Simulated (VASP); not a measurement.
# Fe (Im-3m) in VASP: single point with PBE

Aim: the single point of Fe with PBE.

All numbers are computed with VASP 6.6.1; they aren't measurements. Logs are shortened: lines on timing, memory, paths and dates and some standing lists are left out, and cuts for length are marked.

## Step 1: The cell of the first run

Symmetry: Im-3m, No. 229, cubic system. Conventional cell: a = 2.830 Å, b = 2.830 Å, c = 2.830 Å, α = 90.00°, β = 90.00°, γ = 90.00°. Within 3.2 Å of Fe (site symmetry m-3m) lie 14 Fe at 2.45 to 2.83 Å.

## Step 2: Single point, PBE, collinear spin, ferromagnetic start

The input, INCAR:

```
SYSTEM = Fe
PREC = Accurate
ENCUT = 600
EDIFF = 1E-6
ISMEAR = -1
SIGMA = 0.05
LREAL = .False.
LASPH = .True.
NELM = 200
ALGO = Normal
ISIF = 2
LWAVE = .False.
LCHARG = .False.
ISPIN = 2
MAGMOM = 0.3
LORBIT = 11
LMAXMIX = 4
GGA = PE
NBANDS = 14
GGA_COMPAT = .False.
```

The input, KPOINTS:

```
Automatic mesh
0
Gamma
  8 8 8
  0 0 0
```

The input, POSCAR:

```
Fe
1.0
   -1.4150000000      1.4150000000      1.4150000000
    1.4150000000     -1.4150000000      1.4150000000
    1.4150000000      1.4150000000     -1.4150000000
Fe
1
Direct
    0.0000000000      0.0000000000      0.0000000000
```

Potentials or basis: VASP PAW PBE potentials, release 64 (Fe).

The run is started by

```sh
$ cat potpaw_PBE.64/Fe/POTCAR > POTCAR
$ mpirun -np 1 vasp_std > vasp.out
```

OUTCAR:

```text
SYSTEM = Fe
   PREC = Accurate
   ENCUT = 600
   EDIFF = 1E-6
   ISMEAR = -1
   LREAL = .False.
   LASPH = .True.
   NELM = 200
   ISIF = 2
   ISPIN = 2
   LORBIT = 11
   GGA = PE

 ion  position               nearest neighbor table
   1  0.000  0.000  0.000-

  LATTYP: Found a body centered cubic cell.
 ALAT       =     2.8300000000

  Lattice vectors:

 A1 = (  -1.4150000000,   1.4150000000,   1.4150000000)
 A2 = (   1.4150000000,  -1.4150000000,   1.4150000000)
 A3 = (   1.4150000000,   1.4150000000,  -1.4150000000)

Analysis of symmetry for initial positions (statically):
=====================================================================
 Subroutine PRICEL returns:
 Original cell was already a primitive cell.

 Routine SETGRP: Setting up the symmetry group for a
 body centered cubic supercell.

 Subroutine GETGRP returns: Found 48 space group operations
 (whereof 48 operations were pure point group operations)
 out of a pool of 48 trial point group operations.

The static configuration has the point symmetry O_h .

Analysis of symmetry for dynamics (positions and initial velocities):
=====================================================================
 Subroutine PRICEL returns:
 Original cell was already a primitive cell.

 Routine SETGRP: Setting up the symmetry group for a
 body centered cubic supercell.

 Subroutine GETGRP returns: Found 48 space group operations
 (whereof 48 operations were pure point group operations)
 out of a pool of 48 trial point group operations.

The dynamic configuration has the point symmetry O_h .

Analysis of structural, dynamic, and magnetic symmetry:
=====================================================================
 Subroutine PRICEL returns:
 Original cell was already a primitive cell.

 Routine SETGRP: Setting up the symmetry group for a
 body centered cubic supercell.

 Subroutine GETGRP returns: Found 48 space group operations
 (whereof 48 operations were pure point group operations)
 out of a pool of 48 trial point group operations.

The overall configuration has the point symmetry O_h .

 Subroutine INISYM returns: Found 48 space group operations
 (whereof 48 operations are pure point group operations),
 and found     1 'primitive' translations

----------------------------------------------------------------------------------------

                                     Primitive cell

  volume of cell :      11.3326

  direct lattice vectors                    reciprocal lattice vectors
    -1.415000000  1.415000000  1.415000000     0.000000000  0.353356890  0.353356890
     1.415000000 -1.415000000  1.415000000     0.353356890  0.000000000  0.353356890
[... 116 lines left out ...]
  volume of cell :       11.33
 maximum number of plane-waves:       386
   NGX =  9   NGY =  9   NGZ =  9

 number of electron       8.0000006 magnetization       2.2531507

 Free energy of the ion-electron system (eV)
  ---------------------------------------------------
  ext. energy  EPLUGINS =         0.00000000
  ---------------------------------------------------
  free energy    TOTEN  =        -8.23017986 eV

  energy without entropy =       -8.21832275  energy(sigma->0) =       -8.22425131

 E-fermi :   5.8595     XC(G=0): -13.1271

 val. band max:        5.8411741610   @ k =   0.5000   0.5000   0.2500
 cond. band min:       5.8636387885   @ k =   0.2500   0.1250   0.0000
 fundamental gap:      0.0224646275
 Fermi energy:         5.8594745275

 spin component 1

 k-point     1 :       0.0000    0.0000    0.0000
  band No.  band energies     occupation
      1      -2.5933      1.00000
      2       3.5187      1.00000
      3       3.5187      1.00000
      4       3.5187      1.00000
      5       4.7709      1.00000
      6       4.7709      1.00000
      7      30.9034      0.00000
      8      30.9034      0.00000
      9      30.9034      0.00000
     10      36.0131      0.00000
     11      36.0131      0.00000
     12      38.3044      0.00000
     13      38.3044      0.00000
     14      38.3044      0.00000
[... 379 lines left out ...]
      3       3.9806      1.00000
      4       4.4126      1.00000
      5       5.5702      0.99694
      6       8.1937      0.00000
      7      17.6808      0.00000
      8      20.6235      0.00000
      9      23.3340      0.00000
     10      26.8183      0.00000
     11      36.5563      0.00000
     12      38.4784      0.00000
     13      41.4419      0.00000
     14      46.1927      0.00000

 [... further k-points ...]

 spin component 2

 k-point     1 :       0.0000    0.0000    0.0000
  band No.  band energies     occupation
      1      -2.4319      1.00000
      2       5.5259      0.99873
      3       5.5260      0.99873
      4       5.5260      0.99873
      5       7.5441      0.00000
      6       7.5443      0.00000
      7      30.6340      0.00000
      8      30.6340      0.00000
      9      30.6340      0.00000
     10      36.1756      0.00000
     11      36.1756      0.00000
     12      39.0008      0.00000
     13      39.0008      0.00000
     14      39.0008      0.00000
[... 379 lines left out ...]
      3       5.9226      0.22040
      4       6.4732      0.00000
      5       7.8028      0.00000
      6       9.7734      0.00000
      7      18.5084      0.00000
      8      21.2328      0.00000
      9      23.9660      0.00000
     10      27.2907      0.00000
     11      37.2980      0.00000
     12      38.9291      0.00000
     13      41.9086      0.00000
     14      46.6201      0.00000

 [... further k-points ...]
[... 5 lines left out ...]
  --------------------------------------------------------------------------------------
  -------------------------------------------------------------------------------------
  Total        0.1503562      0.1503562      0.1503562      0.0000000      0.0000000     -0.0000000
  in kB       21.2570267     21.2570267     21.2570267      0.0000000      0.0000000     -0.0000000
  external PRESSURE =      21.2570267 kB  Pullay stress =       0.0000000 kB

 VOLUME and BASIS-vectors are now :
 -----------------------------------------------------------------------------
  energy-cutoff  :      600.00
  volume of cell :       11.33
      direct lattice vectors                 reciprocal lattice vectors
    -1.415000000  1.415000000  1.415000000     0.000000000  0.353356890  0.353356890
     1.415000000 -1.415000000  1.415000000     0.353356890  0.000000000  0.353356890
     1.415000000  1.415000000 -1.415000000     0.353356890  0.353356890  0.000000000

 POSITION                                       TOTAL-FORCE (eV/Angst)
 -----------------------------------------------------------------------------------
      0.00000      0.00000      0.00000         0.000000     -0.000000      0.000000
 -----------------------------------------------------------------------------------
    total drift:                                0.000000     -0.000000      0.000000

  FREE ENERGIE OF THE ION-ELECTRON SYSTEM (eV)
  ---------------------------------------------------
  free  energy   TOTEN  =        -8.2301798616 eV

  energy  without entropy=       -8.2183227514  energy(sigma->0) =       -8.22425131

 total charge

# of ion       s       p       d       tot
------------------------------------------
    1        0.487   0.544   6.243   7.274

 magnetization (x)

# of ion       s       p       d       tot
------------------------------------------
    1       -0.015  -0.061   2.329   2.253
```

OSZICAR:

```text
N       E                     dE             d eps       ncg     rms          rms(c)
DAV:   1     0.234239456633E+02    0.23424E+02   -0.41882E+03  1712   0.760E+02
DAV:   2    -0.817875564951E+01   -0.31603E+02   -0.29638E+02  1762   0.136E+02
DAV:   3    -0.924832784128E+01   -0.10696E+01   -0.10528E+01  2010   0.251E+01
DAV:   4    -0.925194617683E+01   -0.36183E-02   -0.36177E-02  1906   0.132E+00
DAV:   5    -0.925196186982E+01   -0.15693E-04   -0.15692E-04  1972   0.903E-02    0.111E+01
DAV:   6    -0.794751235532E+01    0.13044E+01   -0.11654E+01  2020   0.401E+01    0.486E+00
DAV:   7    -0.798584405959E+01   -0.38332E-01   -0.95014E-01  2008   0.105E+01    0.466E+00
DAV:   8    -0.806335176864E+01   -0.77508E-01   -0.18821E-02  2254   0.111E+00    0.409E+00
DAV:   9    -0.808340494518E+01   -0.20053E-01   -0.13791E+00  2038   0.935E+00    0.500E+00
DAV:  10    -0.817907194978E+01   -0.95667E-01   -0.40190E-02  2128   0.181E+00    0.308E+00
DAV:  11    -0.821748648194E+01   -0.38415E-01   -0.14978E-02  2070   0.104E+00    0.148E+00
DAV:  12    -0.822799215562E+01   -0.10506E-01   -0.79755E-03  2096   0.703E-01    0.628E-01
DAV:  13    -0.822998539285E+01   -0.19932E-02   -0.73444E-03  1972   0.657E-01    0.137E-01
DAV:  14    -0.822959108076E+01    0.39431E-03   -0.45139E-03  1970   0.544E-01    0.279E-01
DAV:  15    -0.823017929754E+01   -0.58822E-03   -0.15732E-03  1836   0.311E-01    0.197E-02
DAV:  16    -0.823018078636E+01   -0.14888E-05   -0.15492E-05  2232   0.318E-02    0.869E-03
DAV:  17    -0.823017975393E+01    0.10324E-05   -0.11947E-05  1716   0.271E-02    0.618E-03
DAV:  18    -0.823017986163E+01   -0.10770E-06   -0.14222E-06  1072   0.892E-03
   1 F= -.82301799E+01 E0= -.82242513E+01  d E =-.118571E-01  mag=     2.2534
```

stdout:

```text
POSCAR found type information on POSCAR Fe
 POSCAR found :  1 types and       1 ions
 scaLAPACK will be used
 LDA part: xc-table for (Slater+PW92), standard interpolation
 POSCAR, INCAR and KPOINTS ok, starting setup
 FFT: planning ... GRIDC
 FFT: planning ... GRID_SOFT
 FFT: planning ... GRID
 WAVECAR not read
 entering main loop
```

Run time: 34 s. Hardware: 1 thread of Intel Xeon 8259CL, shared host; peak memory 0.13 GiB.

Results:

- Free energy: -8.2302 eV
- Pressure: 2.1 GPa
- Net moment: 2.25 μB per cell
- Site moments: Fe +2.25 μB
- Valence electrons inside the program's atomic spheres: Fe 7.27

Levels at points of the mesh, in eV from the Fermi level:
Spin up:
```csv
k point,band 3,band 4,band 5,band 6,band 7,band 8
"(0.00, 0.00, 0.00)",-2.34,-2.34,-1.09,-1.09,25.04,25.04
"(0.50, 0.00, 0.00)",-1.03,-0.90,0.36,0.52,7.36,18.39
"(0.50, 0.50, 0.50)",0.09,0.09,0.09,9.94,9.94,9.94
```
Spin down:
```csv
k point,band 1,band 2,band 3,band 4,band 5,band 6,band 7,band 8
"(0.00, 0.00, 0.00)",-8.29,-0.33,-0.33,-0.33,1.68,1.68,24.77,24.77
"(0.50, 0.00, 0.00)",-3.64,-1.63,0.61,1.55,1.94,2.68,8.78,18.41
"(0.50, 0.50, 0.50)",-3.04,-3.04,2.38,2.38,2.38,10.23,10.23,10.23
```

Caveat: the k points lie up to 0.39 Å⁻¹ apart.
